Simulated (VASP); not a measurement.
# ScB2Sb3 (R-3m) in VASP: notebook

Runs on ScB2Sb3. Level: PBE. Tasks: single point, relaxation of cell and atoms.

All numbers are computed with VASP 6.6.1; they aren't measurements. Logs are shortened: lines on timing, memory, paths and dates and some standing lists are left out, and cuts for length are marked.

## Step 1: The cell of the first run

The structure is trigonal, space group R-3m (No. 166). The conventional cell has a = 6.268 Å, b = 6.268 Å, c = 13.951 Å, α = 90.00°, β = 90.00°, γ = 120.00°. Sc (site symmetry -3m) has 6 Sb at 2.95 Å and 6 B at 3.66 Å within 3.9 Å. Within 3.3 Å of B (site symmetry 3m) lie 3 Sb at 2.52 Å. Within 3.3 Å of Sb (site symmetry 2/m) lie 2 B at 2.52 Å and 2 Sc at 2.95 Å and 4 Sb at 3.13 Å.

The cell was generated, and may not be a known phase.

## Step 2: Single point, PBE

Contents of INCAR:

```
ALGO = Fast ; EDIFF = 1E-7
ENCUT = 520 ; GGA = PE
ISIF = 2 ; ISMEAR = 0
LASPH = True ; LCHARG = False
LREAL = False ; LWAVE = False
NBANDS = 25 ; NELM = 60
PREC = Accurate ; SIGMA = 0.1
```

Contents of KPOINTS:

```
k-points
0
Gamma
  6 6 6
```

Contents of POSCAR:

```
ScB2Sb3
1.0
    3.1338993174      1.8093576162      4.6503477697
   -3.1338993174      1.8093576162      4.6503477697
    0.0000000000     -3.6187152274      4.6503477716
Sc B Sb
1 2 3
Direct
    0.0000000000      0.0000000000      0.0000000000
    0.2924134139      0.2924134139      0.2924134139
    0.7075865861      0.7075865861      0.7075865861
    0.0000000000      0.5000000000      0.0000000000
    0.0000000000      0.0000000000      0.5000000000
    0.5000000000      0.0000000000      0.0000000000
```

Potentials or basis: VASP PAW PBE potentials, release 64 (Sc_sv, B, Sb).

Launch:

```sh
$ cat potpaw_PBE.64/Sc_sv/POTCAR potpaw_PBE.64/B/POTCAR potpaw_PBE.64/Sb/POTCAR > POTCAR
$ mpirun -np 1 vasp_std > vasp.out
```

OUTCAR:

```text
EDIFF = 1E-7
   ENCUT = 520
   GGA = PE
   ISIF = 2
   ISMEAR = 0
   LASPH = True
   LREAL = False
   NELM = 60
   PREC = Accurate

 ion  position               nearest neighbor table
   1  0.000  0.000  0.000-   5 2.95   5 2.95   6 2.95   4 2.95   4 2.95   6 2.95
   2  0.292  0.292  0.292-   4 2.52   6 2.52   5 2.52
   3  0.708  0.708  0.708-   4 2.52   6 2.52   5 2.52
   4  0.000  0.500  0.000-   2 2.52   3 2.52   1 2.95   1 2.95   6 3.13   6 3.13   5 3.13   5 3.13

   5  0.000  0.000  0.500-   2 2.52   3 2.52   1 2.95   1 2.95   4 3.13   6 3.13   4 3.13   6 3.13

   6  0.500  0.000  0.000-   2 2.52   3 2.52   1 2.95   1 2.95   4 3.13   4 3.13   5 3.13   5 3.13

  LATTYP: Found a trigonal (rhomboedric) cell.
 ALAT       =     5.8924387391
 COS(alpha) =     0.4342690704

  Lattice vectors:

 A1 = (   3.1338993174,   1.8093576162,   4.6503477697)
 A2 = (  -3.1338993174,   1.8093576162,   4.6503477697)
 A3 = (   0.0000000000,  -3.6187152274,   4.6503477716)

Analysis of symmetry for initial positions (statically):
=====================================================================
 Subroutine PRICEL returns:
 Original cell was already a primitive cell.

 Routine SETGRP: Setting up the symmetry group for a
 trigonal (rhombohedral) supercell.

 Subroutine GETGRP returns: Found 12 space group operations
 (whereof 12 operations were pure point group operations)
 out of a pool of 12 trial point group operations.

The static configuration has the point symmetry D_3d.

Analysis of symmetry for dynamics (positions and initial velocities):
=====================================================================
 Subroutine PRICEL returns:
 Original cell was already a primitive cell.

 Routine SETGRP: Setting up the symmetry group for a
 trigonal (rhombohedral) supercell.

 Subroutine GETGRP returns: Found 12 space group operations
 (whereof 12 operations were pure point group operations)
 out of a pool of 12 trial point group operations.

The dynamic configuration has the point symmetry D_3d.

 Subroutine INISYM returns: Found 12 space group operations
 (whereof 12 operations are pure point group operations),
 and found     1 'primitive' translations

----------------------------------------------------------------------------------------

                                     Primitive cell

  volume of cell :     158.2144

  direct lattice vectors                    reciprocal lattice vectors
     3.133899317  1.809357616  4.650347770     0.159545649  0.092113723  0.071679227
    -3.133899317  1.809357616  4.650347770    -0.159545649  0.092113723  0.071679227
     0.000000000 -3.618715227  4.650347772     0.000000000 -0.184227447  0.071679227

  length of vectors
     5.892438739  5.892438739  5.892438739     0.197680711  0.197680711  0.197680711

  position of ions in fractional coordinates (direct lattice)
     0.000000000  0.000000000  0.000000000
     0.292413414  0.292413414  0.292413414
     0.707586586  0.707586586  0.707586586
     0.000000000  0.500000000  0.000000000
     0.000000000  0.000000000  0.500000000
     0.500000000  0.000000000  0.000000000

  ion indices of the primitive-cell ions
   primitive index   ion index
                 1           1
                 2           2
                 3           3
                 4           4
                 5           5
                 6           6

----------------------------------------------------------------------------------------

 KPOINTS: k-points

Automatic generation of k-mesh.
 Grid dimensions read from file:
 generate k-points for:    6    6    6

 Generating k-lattice:

  Cartesian coordinates                     Fractional coordinates (reciprocal lattice)
     0.026590941  0.015352287  0.011946538     0.166666667 -0.000000000  0.000000000
    -0.026590941  0.015352287  0.011946538    -0.000000000  0.166666667  0.000000000
     0.000000000 -0.030704574  0.011946538     0.000000000  0.000000000  0.166666667

  Length of vectors
     0.032946785  0.032946785  0.032946785

  Shift w.r.t. Gamma in fractional coordinates (k-lattice)
     0.000000000  0.000000000  0.000000000

 Subroutine IBZKPT returns following result:
 ===========================================

 Found     32 irreducible k-points:

 Following reciprocal coordinates:
            Coordinates               Weight
  0.000000  0.000000  0.000000      1.000000
  0.166667 -0.000000  0.000000      6.000000
  0.333333  0.000000 -0.000000      6.000000
  0.500000  0.000000  0.000000      3.000000
  0.166667  0.166667  0.000000      6.000000
  0.333333  0.166667  0.000000     12.000000
[... 16 lines left out ...]
  0.500000  0.500000  0.166667      6.000000
 -0.333333  0.500000  0.166667     12.000000
 [... further k-points ...]
   k-points           NKPTS =     32   k-points in BZ     NKDIM =     32   number of bands    NBANDS=     25
   number of dos      NEDOS =    301   number of ions     NIONS =      6
   total plane-waves  NPLWV = 110592
   dimension x,y,z NGX =    48 NGY =   48 NGZ =   48
   dimension x,y,z NGXF=    96 NGYF=   96 NGZF=   96
   ions per type =               1   2   3
   NGX,Y,Z   is equivalent  to a cutoff of  13.54, 13.54, 13.54 a.u.
   NGXF,Y,Z  is equivalent  to a cutoff of  27.08, 27.08, 27.08 a.u.
 SYSTEM =  unknown system
   PREC   = accura    normal or accurate (medium, high low for compatibility)
   ISTART =      0    job   : 0-new  1-cont  2-samecut
   ICHARG =      2    charge: 1-file 2-atom 10-const
   ISPIN  =      1    spin polarized calculation?
   LNONCOLLINEAR =      F non collinear calculations
   LSORBIT =      F    spin-orbit coupling
   LASPH  =      T    aspherical Exc in radial PAW
   ENCUT  =  520.0 eV  38.22 Ry    6.18 a.u.  10.96 10.96 10.96*2*pi/ulx,y,z
   NELM   =     60;   NELMIN=  2; NELMDL= -5     # of ELM steps
   EDIFF  = 0.1E-06   stopping-criterion for ELM
   LREAL  =      F    real-space projection
   EDIFFG = 0.1E-05   stopping-criterion for IOM
   NSW    =      0    number of steps for IOM
   IBRION =     -1    ionic relax: 0-MD 1-quasi-New 2-CG
   NFREE  =      0    steps in history (QN), initial steepest desc. (CG)
   ISIF   =      2    stress and relaxation
   ISYM   =      2    0-nonsym 1-usesym 2-fastsym
   POTIM  = 0.5000    time-step for ionic-motion
   TEBEG  =    0.0;   TEEND  =   0.0 temperature during run
   PSTRESS=    0.0 pullay stress
   NELECT =      32.0000    total number of electrons
   NUPDOWN=      -1.0000    fix difference up-down
   EMIN   =  10.00;   EMAX   =-10.00  energy-range for DOS
   EFERMI =   0.00;   METHOD = LEGACY
   ISMEAR =     0;   SIGMA  =   0.10  broadening in eV -4-tet -1-fermi 0-gaus
   EFERMI_NEDOS =   21; number of points for ismear=-14 and -15
   IALGO  =     68    algorithm
   IMIX   =      4    mixing-type and parameters
     AMIX     =   0.40;   BMIX     =  1.00
     AMIX_MAG =   1.60;   BMIX_MAG =  1.00
  volume/ion in A,a.u.               =      26.37       177.95
  Fermi-wavevector in a.u.,A,eV,Ry     =   0.960969  1.815968 12.564459  0.923462
  Thomas-Fermi vector in A             =   2.090300
   LORBIT       =      0    0 simple, 1 ext, 2 COOP (PROOUT), +10 PAW based schemes
   GGA     = PE    functional components
   LHFCALC =     F    Hartree Fock is set to
   AEXX    =    0.0000 exact exchange contribution
   IVDW    =     0    specifies the selected vdW correction
   LEPSILON=     F    determine dielectric tensor
   LRPA    =     F    only Hartree local field effects (RPA)
 non-spin polarized calculation
 RMM-DIIS sequential band-by-band and
 Gauss-broadening in eV      SIGMA  =   0.10
  energy-cutoff  :      520.00
  volume of cell :      158.21
 maximum number of plane-waves:      4293
 NGX is ok and might be reduce to    48
   NGX = 21   NGY = 21   NGZ = 21

 number of electron      31.9999998 magnetization

 Free energy of the ion-electron system (eV)
  ---------------------------------------------------
  ext. energy  EPLUGINS =         0.00000000
  ---------------------------------------------------
  free energy    TOTEN  =       -25.51998701 eV

  energy without entropy =      -25.50379994  energy(sigma->0) =      -25.51189347

 E-fermi :   4.5251     XC(G=0):  -8.9150

 val. band max:        4.5195058754   @ k =  -0.1667   0.1667   0.1667
 cond. band min:       4.6483770924   @ k =   0.3333   0.3333   0.1667
 fundamental gap:      0.1288712170
 Fermi energy:         4.5250872863

 k-point     1 :       0.0000    0.0000    0.0000
  band No.  band energies     occupation
      1     -45.8589      2.00000
      2     -24.5257      2.00000
      3     -24.5257      2.00000
      4     -24.4477      2.00000
      5      -7.7658      2.00000
      6      -3.7788      2.00000
[... 17 lines left out ...]
     24       7.5918      0.00000
     25       7.6215      0.00000

 k-point     2 :       0.1667   -0.0000    0.0000
  band No.  band energies     occupation
      1     -45.8589      2.00000
      2     -24.5256      2.00000
      3     -24.5256      2.00000
      4     -24.4476      2.00000
      5      -7.6453      2.00000
      6      -4.6803      2.00000
[... 17 lines left out ...]
     24       7.3589      0.00000
     25       7.4911      0.00000

 k-point     3 :       0.3333    0.0000   -0.0000
  band No.  band energies     occupation
      1     -45.8590      2.00000
      2     -24.5256      2.00000
      3     -24.5254      2.00000
      4     -24.4473      2.00000
      5      -7.3142      2.00000
      6      -5.5862      2.00000
[... 552 lines left out ...]
 k-point    23 :       0.5000    0.5000    0.1667
  band No.  band energies     occupation
      1     -45.8591      2.00000
      2     -24.5253      2.00000
      3     -24.5250      2.00000
      4     -24.4466      2.00000
      5      -7.0882      2.00000
      6      -5.6188      2.00000
[... 17 lines left out ...]
     24       7.0859      0.00000
     25       7.1069      0.00000

 k-point    24 :      -0.3333    0.5000    0.1667
  band No.  band energies     occupation
      1     -45.8590      2.00000
      2     -24.5253      2.00000
      3     -24.5251      2.00000
      4     -24.4467      2.00000
      5      -6.8229      2.00000
      6      -6.1059      2.00000
[... 17 lines left out ...]
     24       6.9463      0.00000
     25       6.9861      0.00000

 [... further k-points ...]
[... 5 lines left out ...]
  --------------------------------------------------------------------------------------
  -------------------------------------------------------------------------------------
  Total        0.1947514      0.1947514      0.3791098      0.0000000      0.0000000     -0.0000000
  in kB        1.9721728      1.9721728      3.8391008      0.0000000      0.0000000     -0.0000000
  external PRESSURE =       2.5944822 kB  Pullay stress =       0.0000000 kB

 VOLUME and BASIS-vectors are now :
 -----------------------------------------------------------------------------
  energy-cutoff  :      520.00
  volume of cell :      158.21
      direct lattice vectors                 reciprocal lattice vectors
     3.133899317  1.809357616  4.650347770     0.159545649  0.092113723  0.071679227
    -3.133899317  1.809357616  4.650347770    -0.159545649  0.092113723  0.071679227
     0.000000000 -3.618715227  4.650347772     0.000000000 -0.184227447  0.071679227

 POSITION                                       TOTAL-FORCE (eV/Angst)
 -----------------------------------------------------------------------------------
      0.00000      0.00000      0.00000        -0.000000      0.000000      0.000000
      0.00000      0.00000      4.07947        -0.000000      0.000000      0.051226
      0.00000      0.00000      9.87157        -0.000000     -0.000000     -0.051226
     -1.56695      0.90468      2.32517        -0.000000      0.000000      0.000000
      0.00000     -1.80936      2.32517         0.000000      0.000000      0.000000
      1.56695      0.90468      2.32517        -0.000000      0.000000      0.000000
 -----------------------------------------------------------------------------------
    total drift:                                0.000000     -0.000000      0.000000

  FREE ENERGIE OF THE ION-ELECTRON SYSTEM (eV)
  ---------------------------------------------------
  free  energy   TOTEN  =       -25.5199870108 eV

  energy  without entropy=      -25.5037999371  energy(sigma->0) =      -25.51189347
```

Run time: 6.4 min. Hardware: 1 thread of Oxide Virtual Turin-like, shared host; peak memory 0.36 GiB.

What came out:

```
Free energy            : -25.5200 eV
Pressure               : 0.3 GPa
Largest force          : 0.051 eV/Å
Band gap on the k mesh : zero (bands 16 and 17 overlap by 1.96 eV)
```

Forces in eV/Å, atoms in the order of the input:
```
Sc   0.000  0.000  0.000
B    0.000  0.000  0.051
B    0.000  0.000 -0.051
Sb   0.000  0.000  0.000
Sb   0.000  0.000  0.000
Sb   0.000  0.000  0.000
```

Caveat: spin-orbit coupling is left out, which moves the levels of the heavy elements.

## Step 3: Single point, PBE

This run uses another cell than the first one, of 26.48 Å³/atom.

Contents of INCAR:

```
SYSTEM = ScB2Sb3
ALGO     = Fast           ! electronic algorithm
EDIFF    = 1E-6           ! SCF threshold, eV
ENCUT    = 520            ! plane-wave cutoff, eV
GGA      = PE             ! functional
ISIF     = 2              ! what is computed and relaxed
ISMEAR   = 0              ! smearing method
LASPH    = .TRUE.         ! aspherical terms in the spheres
LCHARG   = .TRUE.         ! write CHGCAR
LELF     = .TRUE.         ! ELF
LREAL    = .FALSE.        ! projectors in reciprocal space
LVHAR    = .TRUE.       
LWAVE    = .FALSE.        ! write WAVECAR
NBANDS   = 25             ! bands
NELM     = 100            ! most SCF steps
PREC     = Accurate       ! precision mode
SIGMA    = 0.1            ! smearing width, eV
```

Contents of KPOINTS:

```
k-points
0
G
  6 6 6
  0 0 0
```

Contents of POSCAR:

```
ScB2Sb3
1.0
    3.1387788594      1.8121748194      4.6559561707
   -3.1387788594      1.8121748194      4.6559561707
    0.0000000000     -3.6243496388      4.6559561707
Sc B Sb
1 2 3
Direct
    0.0000000000      0.0000000000      0.0000000000
    0.2924927867      0.2924927867      0.2924927867
    0.7075072133      0.7075072133      0.7075072133
    0.0000000000      0.5000000000      0.0000000000
    0.0000000000      0.0000000000      0.5000000000
    0.5000000000      0.0000000000      0.0000000000
```

Potentials or basis: VASP PAW PBE potentials, release 64 (Sc_sv, B, Sb).

Launch:

```sh
$ cat potpaw_PBE.64/Sc_sv/POTCAR potpaw_PBE.64/B/POTCAR potpaw_PBE.64/Sb/POTCAR > POTCAR
$ mpirun -np 1 vasp_std > vasp.out
```

Run time: 6.9 min. Hardware: 1 thread of Oxide Virtual Turin-like, shared host; peak memory 0.36 GiB.

The run converged. Its results:

```
Free energy            : -25.5208 eV
Pressure               : 0.1 GPa
Largest force          : 0.024 eV/Å
Band gap on the k mesh : zero (bands 16 and 17 overlap by 1.95 eV)
```

Forces on the atoms (eV/Å):
```
Sc   0.000  0.000  0.000
B    0.000  0.000  0.024
B    0.000  0.000 -0.024
Sb   0.000  0.000  0.000
Sb   0.000  0.000  0.000
Sb   0.000  0.000  0.000
```

Stress tensor (GPa, compression positive):
```
0.02 0.00 0.00
0.00 0.02 0.00
0.00 0.00 0.12
```

Levels at points of the mesh, in eV from the Fermi level:
```
           k point  band 13  band 14  band 15  band 16  band 17  band 18  band 19  band 20
(0.00, 0.00, 0.00)    -2.32    -2.32    -0.67    -0.66    -0.30    -0.30     1.29     1.52
(0.50, 0.00, 0.00)    -2.38    -0.95    -0.95    -0.93    -0.25     0.64     1.12     1.25
(0.50, 0.50, 0.00)    -1.72    -1.61    -0.84    -0.62    -0.59     0.49     0.74     1.23
(0.50, 0.50, 0.50)    -2.44    -2.44    -0.32     1.22     1.42     1.42     1.63     1.72
```

Caveat: spin-orbit coupling is left out, which moves the levels of the heavy elements.

(Part 1 of 2 ends here.)

The gap in the log of VASP goes by the Fermi energy; the results here count the filled bands.